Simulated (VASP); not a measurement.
# RbBr (Fm-3m) in VASP: notebook, part 2 of 2

VASP 6.6.1.

**5. Single point, LDA**

This run uses another cell than the first one, of 41.86 Å³/atom, 1.130 times its volume.

The input, INCAR:

```
PREC = Accurate
ENCUT = 500
EDIFF = 1E-6
ISMEAR = 0
SIGMA = 0.01
LREAL = F
LASPH = T
NELM = 120
ALGO = Normal
ISIF = 2
LWAVE = F
LCHARG = F
NBANDS = 15
GGA_COMPAT = F
```

The input, KPOINTS:

```
regular mesh
0
Gamma
  4 4 4
```

The input, POSCAR:

```
RbBr
1.0
    0.0000000000      3.4720972769      3.4720972769
    3.4720972769      0.0000000000      3.4720972769
    3.4720972769      3.4720972769      0.0000000000
Rb Br
1 1
Direct
    0.0000000000      0.0000000000      0.0000000000
    0.5000000000      0.5000000000      0.5000000000
```

Potentials or basis: VASP PAW LDA potentials, release 64 (Rb_sv, Br).

Started as:

```sh
cat potpaw_LDA.64/Rb_sv/POTCAR potpaw_LDA.64/Br/POTCAR > POTCAR
mpirun -np 1 vasp_std > vasp.out
```

OUTCAR:

```text
PREC = Accurate
   ENCUT = 500
   EDIFF = 1E-6
   ISMEAR = 0
   LREAL = F
   LASPH = T
   NELM = 120
   ISIF = 2

 ion  position               nearest neighbor table
   1  0.000  0.000  0.000-   2 3.47   2 3.47   2 3.47   2 3.47   2 3.47   2 3.47
   2  0.500  0.500  0.500-   1 3.47   1 3.47   1 3.47   1 3.47   1 3.47   1 3.47

  LATTYP: Found a face centered cubic cell.
 ALAT       =     6.9441945538

  Lattice vectors:

 A1 = (   0.0000000000,   3.4720972769,   3.4720972769)
[... 310 lines left out ...]

------------------------ aborting loop because EDIFF is reached ----------------------------------------

  FORCE on cell =-STRESS in cart. coord.  units (eV):
  Direction    XX          YY          ZZ          XY          YZ          ZX
  --------------------------------------------------------------------------------------
  -------------------------------------------------------------------------------------
  Total       -0.8412888     -0.8412888     -0.8412888      0.0000000      0.0000000     -0.0000000
  in kB      -16.1008960    -16.1008960    -16.1008960      0.0000000      0.0000000     -0.0000000
  external PRESSURE =     -16.1008960 kB  Pullay stress =       0.0000000 kB

 VOLUME and BASIS-vectors are now :
 -----------------------------------------------------------------------------
  energy-cutoff  :      500.00
  volume of cell :       83.72
      direct lattice vectors                 reciprocal lattice vectors
     0.000000000  3.472097277  3.472097277    -0.144005182  0.144005182  0.144005182
     3.472097277  0.000000000  3.472097277     0.144005182 -0.144005182  0.144005182
     3.472097277  3.472097277  0.000000000     0.144005182  0.144005182 -0.144005182

 POSITION                                       TOTAL-FORCE (eV/Angst)
 -----------------------------------------------------------------------------------
      0.00000      0.00000      0.00000         0.000000      0.000000     -0.000000
      3.47210      3.47210      3.47210        -0.000000     -0.000000      0.000000
 -----------------------------------------------------------------------------------
    total drift:                                0.000000      0.000000      0.000000

  FREE ENERGIE OF THE ION-ELECTRON SYSTEM (eV)
  ---------------------------------------------------
  free  energy   TOTEN  =        -6.6658859560 eV

  energy  without entropy=       -6.6658859560  energy(sigma->0) =       -6.66588596
```

OSZICAR:

```text
N       E                     dE             d eps       ncg     rms          rms(c)
DAV:   1     0.802662232044E+02    0.80266E+02   -0.61277E+03   240   0.861E+02
DAV:   2    -0.521736706061E+00   -0.80788E+02   -0.73846E+02   347   0.155E+02
DAV:   3    -0.676951935917E+01   -0.62478E+01   -0.62168E+01   303   0.445E+01
DAV:   4    -0.690926421321E+01   -0.13974E+00   -0.13972E+00   380   0.710E+00
DAV:   5    -0.691274697022E+01   -0.34828E-02   -0.34827E-02   318   0.883E-01    0.271E+00
DAV:   6    -0.669613864956E+01    0.21661E+00   -0.24734E-01   282   0.224E+00    0.177E+00
DAV:   7    -0.666511913007E+01    0.31020E-01   -0.86077E-02   303   0.142E+00    0.887E-01
DAV:   8    -0.666583487449E+01   -0.71574E-03   -0.78664E-03   305   0.464E-01    0.937E-02
DAV:   9    -0.666581424289E+01    0.20632E-04   -0.53511E-04   282   0.102E-01    0.472E-02
DAV:  10    -0.666588433927E+01   -0.70096E-04   -0.67091E-05   268   0.503E-02    0.650E-03
DAV:  11    -0.666588567477E+01   -0.13355E-05   -0.64709E-06   324   0.129E-02    0.456E-03
DAV:  12    -0.666588595601E+01   -0.28124E-06   -0.19886E-06   275   0.681E-03
   1 F= -.66658860E+01 E0= -.66658860E+01  d E =-.363298E-27
```

stdout:

```text
POSCAR found type information on POSCAR RbBr
 POSCAR found :  2 types and       2 ions
 scaLAPACK will be used
 LDA part: xc-table for (Slater(with rela. corr.)+CA(PZ))
 , standard interpolation
 POSCAR, INCAR and KPOINTS ok, starting setup
 FFT: planning ... GRIDC
 FFT: planning ... GRID_SOFT
 FFT: planning ... GRID
 WAVECAR not read
 entering main loop
```

Wall time 11 s (1 thread of Intel Xeon 8259CL, shared host); peak memory 0.17 GiB.

What came out:

```yaml
Free_energy: -6.6659 eV
Pressure: -1.6 GPa
Band_gap_on_the_k_mesh: 3.87 eV, direct
```

Levels at points of the mesh, in eV from the valence-band top:
| k point | band 6 | band 7 | band 8 | band 9 | band 10 | band 11 |
| --- | --- | --- | --- | --- | --- | --- |
| (0.00, 0.00, 0.00) | 0.00 | 0.00 | 0.00 | 3.87 | 7.02 | 7.02 |
| (0.50, 0.00, 0.00) | -0.99 | -0.34 | -0.34 | 6.36 | 7.27 | 9.14 |
| (0.50, 0.50, 0.00) | -0.49 | -0.16 | -0.16 | 5.34 | 6.65 | 8.63 |

**6. Single point, LDA**

This run uses another cell than the first one, of 43.47 Å³/atom, 1.174 times its volume.

The input, INCAR:

```
SYSTEM = RbBr
ALGO = Normal ; EDIFF = 1E-6
ENCUT = 500 ; GGA = CA
GGA_COMPAT = .FALSE. ; ISIF = 2
ISMEAR = 0 ; LASPH = .TRUE.
LCHARG = .FALSE. ; LREAL = .FALSE.
LWAVE = .FALSE. ; NBANDS = 15
NELM = 120 ; PREC = Accurate
SIGMA = 0.01
```

The input, KPOINTS:

```
k-points
0
G
  4 4 4
  0 0 0
```

The input, POSCAR:

```
RbBr
1.0
    0.0000000000      3.5160525416      3.5160525416
    3.5160525416      0.0000000000      3.5160525416
    3.5160525416      3.5160525416      0.0000000000
Rb Br
1 1
Direct
    0.0000000000      0.0000000000      0.0000000000
    0.5000000000      0.5000000000      0.5000000000
```

Potentials or basis: VASP PAW LDA potentials, release 64 (Rb_sv, Br).

Started as:

```sh
cat potpaw_LDA.64/Rb_sv/POTCAR potpaw_LDA.64/Br/POTCAR > POTCAR
mpirun -np 1 vasp_std > vasp.out
```

Wall time 12 s (1 thread of Intel Xeon 8259CL, shared host); peak memory 0.17 GiB.

It converged, with:

| Property | Result |
| --- | --- |
| Free energy | -6.6304 eV |
| Pressure | -1.9 GPa |
| Band gap on the k mesh | 3.79 eV, direct |

Levels at points of the mesh, in eV from the valence-band top:
```csv
k point,band 6,band 7,band 8,band 9,band 10,band 11
"(0.00, 0.00, 0.00)",0.00,0.00,0.00,3.79,7.00,7.00
"(0.50, 0.00, 0.00)",-0.93,-0.31,-0.31,6.27,7.13,9.03
"(0.50, 0.50, 0.00)",-0.48,-0.16,-0.16,5.37,6.51,8.44
```

**7. Summary**

```tsv
cell	gap on the mesh (eV)	pressure (GPa)
a = 4.714 Å, angles 60.0°, 2 atoms	4.17	0.1
a = 4.781 Å, angles 60.0°, 2 atoms	4.06	-0.6
a = 4.847 Å, angles 60.0°, 2 atoms	3.96	-1.2
a = 4.910 Å, angles 60.0°, 2 atoms	3.87	-1.6
a = 4.972 Å, angles 60.0°, 2 atoms	3.79	-1.9
```

Alike in all rows: task single point; level LDA; potentials or basis VASP PAW LDA potentials, release 64 (Rb_sv, Br); no spin polarisation; k mesh 4 × 4 × 4; cutoff (eV) 500; smearing gaussian 0.01 eV.

Absolute energies hang on the potentials; compare differences alone.
